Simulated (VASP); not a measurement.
# ZrC (mix) (Fm-3m) in VASP: single point with PBE

Aim: the single point of ZrC (mix) with PBE.

Program: VASP 6.6.1. These are calculated values, not measurements. Logs are shortened: lines on timing, memory, paths and dates and some standing lists are left out, and cuts for length are marked.

## 1. The cell of the first run

Symmetry: Fm-3m, No. 225, cubic system. Conventional cell: a = 4.709 Å, b = 4.709 Å, c = 4.709 Å, α = 90.00°, β = 90.00°, γ = 90.00°. Within 3.1 Å of Zr (site symmetry m-3m) lie 6 C at 2.35 Å. Within 3.1 Å of C (site symmetry m-3m) lie 6 Zr at 2.35 Å.

## 2. Single point, PBE

INCAR reads:

```
SYSTEM = ZrC
PREC     = Accurate       ! precision mode
ENCUT    = 600            ! plane-wave cutoff, eV
EDIFF    = 1E-6           ! SCF threshold, eV
ISMEAR   = 0              ! smearing method
SIGMA    = 0.1            ! smearing width, eV
LREAL    = .False.        ! projectors in reciprocal space
LASPH    = .True.         ! aspherical terms in the spheres
NELM     = 120            ! most SCF steps
ALGO     = Normal         ! electronic algorithm
ISIF     = 2              ! what is computed and relaxed
LWAVE    = .False.        ! write WAVECAR
LCHARG   = .True.         ! write CHGCAR
GGA      = PE             ! functional
LELF     = .True.         ! ELF
LVHAR    = .True.       
NBANDS   = 15             ! bands
GGA_COMPAT= .False.
```

KPOINTS reads:

```
Automatic mesh
0
Gamma
  16 16 16
  0 0 0
```

POSCAR reads:

```
ZrC
1.0
    0.0000000000      2.3543026370      2.3543026370
    2.3543026370      0.0000000000      2.3543026370
    2.3543026370      2.3543026370      0.0000000000
Zr C
1 1
Direct
    0.5000000000      0.5000000000      0.5000000000
    0.0000000000      0.0000000000      0.0000000000
```

Potentials or basis: VASP PAW PBE potentials, release 64 (Zr_sv, C).

Started as:

```console
cat potpaw_PBE.64/Zr_sv/POTCAR potpaw_PBE.64/C/POTCAR > POTCAR
mpirun -np 1 vasp_std > vasp.out
```

OUTCAR:

```text
SYSTEM = ZrC
   PREC = Accurate
   ENCUT = 600
   EDIFF = 1E-6
   ISMEAR = 0
   LREAL = .False.
   LASPH = .True.
   NELM = 120
   ISIF = 2
   GGA = PE

 ion  position               nearest neighbor table
   1  0.500  0.500  0.500-   2 2.35   2 2.35   2 2.35   2 2.35   2 2.35   2 2.35
   2  0.000  0.000  0.000-   1 2.35   1 2.35   1 2.35   1 2.35   1 2.35   1 2.35

  LATTYP: Found a face centered cubic cell.
 ALAT       =     4.7086052740

  Lattice vectors:

 A1 = (   0.0000000000,   2.3543026370,   2.3543026370)
 A2 = (   2.3543026370,   0.0000000000,   2.3543026370)
 A3 = (   2.3543026370,   2.3543026370,   0.0000000000)

Analysis of symmetry for initial positions (statically):
=====================================================================
 Subroutine PRICEL returns:
 Original cell was already a primitive cell.

 Routine SETGRP: Setting up the symmetry group for a
 face centered cubic supercell.

 Subroutine GETGRP returns: Found 48 space group operations
 (whereof 48 operations were pure point group operations)
 out of a pool of 48 trial point group operations.

The static configuration has the point symmetry O_h .

Analysis of symmetry for dynamics (positions and initial velocities):
=====================================================================
 Subroutine PRICEL returns:
 Original cell was already a primitive cell.

 Routine SETGRP: Setting up the symmetry group for a
 face centered cubic supercell.

 Subroutine GETGRP returns: Found 48 space group operations
 (whereof 48 operations were pure point group operations)
 out of a pool of 48 trial point group operations.

The dynamic configuration has the point symmetry O_h .

 Subroutine INISYM returns: Found 48 space group operations
 (whereof 48 operations are pure point group operations),
 and found     1 'primitive' translations

----------------------------------------------------------------------------------------

                                     Primitive cell

  volume of cell :      26.0986

  direct lattice vectors                    reciprocal lattice vectors
     0.000000000  2.354302637  2.354302637    -0.212377114  0.212377114  0.212377114
     2.354302637  0.000000000  2.354302637     0.212377114 -0.212377114  0.212377114
     2.354302637  2.354302637  0.000000000     0.212377114  0.212377114 -0.212377114

  length of vectors
     3.329486719  3.329486719  3.329486719     0.367847952  0.367847952  0.367847952

  position of ions in fractional coordinates (direct lattice)
     0.500000000  0.500000000  0.500000000
     0.000000000  0.000000000  0.000000000

  ion indices of the primitive-cell ions
   primitive index   ion index
                 1           1
                 2           2

----------------------------------------------------------------------------------------
[... 87 lines left out ...]
   IALGO  =     38    algorithm
   IMIX   =      4    mixing-type and parameters
     AMIX     =   0.40;   BMIX     =  1.00
     AMIX_MAG =   1.60;   BMIX_MAG =  1.00
  volume/ion in A,a.u.               =      13.05        88.06
  Fermi-wavevector in a.u.,A,eV,Ry     =   1.390729  2.628097 26.315401  1.934127
  Thomas-Fermi vector in A             =   2.514636
   LORBIT       =      0    0 simple, 1 ext, 2 COOP (PROOUT), +10 PAW based schemes
   GGA     = PE    functional components
   LHFCALC =     F    Hartree Fock is set to
   AEXX    =    0.0000 exact exchange contribution
   IVDW    =     0    specifies the selected vdW correction
   LEPSILON=     F    determine dielectric tensor
   LRPA    =     F    only Hartree local field effects (RPA)
 non-spin polarized calculation
 Gauss-broadening in eV      SIGMA  =   0.10
  energy-cutoff  :      600.00
  volume of cell :       26.10
 maximum number of plane-waves:       893
   NGX = 13   NGY = 13   NGZ = 13

 number of electron      16.0000000 magnetization

 Free energy of the ion-electron system (eV)
  ---------------------------------------------------
  ext. energy  EPLUGINS =         0.00000000
  ---------------------------------------------------
  free energy    TOTEN  =       -19.46309388 eV

  energy without entropy =      -19.46115679  energy(sigma->0) =      -19.46212534

 E-fermi :   9.5416     XC(G=0): -12.1075

 val. band max:        9.5334455665   @ k =   0.3125   0.2500   0.0000
 cond. band min:       9.5438104957   @ k =   0.4375   0.4375   0.0000
 fundamental gap:      0.0103649292
 Fermi energy:         9.5416389355

 k-point     1 :       0.0000    0.0000    0.0000
  band No.  band energies     occupation
      1     -38.5731      2.00000
      2     -16.2873      2.00000
      3     -16.2873      2.00000
      4     -16.2873      2.00000
      5      -1.7361      2.00000
      6      10.4856      0.00000
      7      10.4856      0.00000
      8      10.4856      0.00000
      9      10.6448      0.00000
     10      10.6448      0.00000
     11      10.6448      0.00000
     12      12.3498      0.00000
     13      12.3498      0.00000
     14      16.8005      0.00000
[... 401 lines left out ...]
      2     -16.3690      2.00000
      3     -16.3090      2.00000
      4     -16.2889      2.00000
      5      -1.5050      2.00000
      6       9.1636      2.00000
      7       9.3761      1.98078
      8       9.5212      1.22761
      9      10.7869      0.00000
     10      11.4047      0.00000
     11      11.4880      0.00000
     12      12.9695      0.00000
     13      13.8216      0.00000
     14      17.3091      0.00000
     15      20.6357      0.00000

 [... further k-points ...]

------------------------ aborting loop because EDIFF is reached ----------------------------------------

  FORCE on cell =-STRESS in cart. coord.  units (eV):
  Direction    XX          YY          ZZ          XY          YZ          ZX
  --------------------------------------------------------------------------------------
  -------------------------------------------------------------------------------------
  Total        0.0276809      0.0276809      0.0276809      0.0000000     -0.0000000      0.0000000
  in kB        1.6993141      1.6993141      1.6993141      0.0000000     -0.0000000      0.0000000
  external PRESSURE =       1.6993141 kB  Pullay stress =       0.0000000 kB

 VOLUME and BASIS-vectors are now :
 -----------------------------------------------------------------------------
  energy-cutoff  :      600.00
  volume of cell :       26.10
      direct lattice vectors                 reciprocal lattice vectors
     0.000000000  2.354302637  2.354302637    -0.212377114  0.212377114  0.212377114
     2.354302637  0.000000000  2.354302637     0.212377114 -0.212377114  0.212377114
     2.354302637  2.354302637  0.000000000     0.212377114  0.212377114 -0.212377114

 POSITION                                       TOTAL-FORCE (eV/Angst)
 -----------------------------------------------------------------------------------
      2.35430      2.35430      2.35430        -0.000000     -0.000000      0.000000
      0.00000      0.00000      0.00000         0.000000      0.000000     -0.000000
 -----------------------------------------------------------------------------------
    total drift:                                0.000000      0.000000      0.000000

  FREE ENERGIE OF THE ION-ELECTRON SYSTEM (eV)
  ---------------------------------------------------
  free  energy   TOTEN  =       -19.4630938771 eV

  energy  without entropy=      -19.4611567941  energy(sigma->0) =      -19.46212534
```

Run time: 48 s. Hardware: 1 thread of Intel Xeon Platinum 8375C at 2.90GHz (Ice Lake), shared host; peak memory 0.21 GiB.

Results:

```yaml
Free_energy: -19.4631 eV
Pressure: 0.2 GPa
Band_gap_on_the_k_mesh: zero (band 8 reaches 10.49 eV, above the bottom of band 9 at 9.18 eV)
```
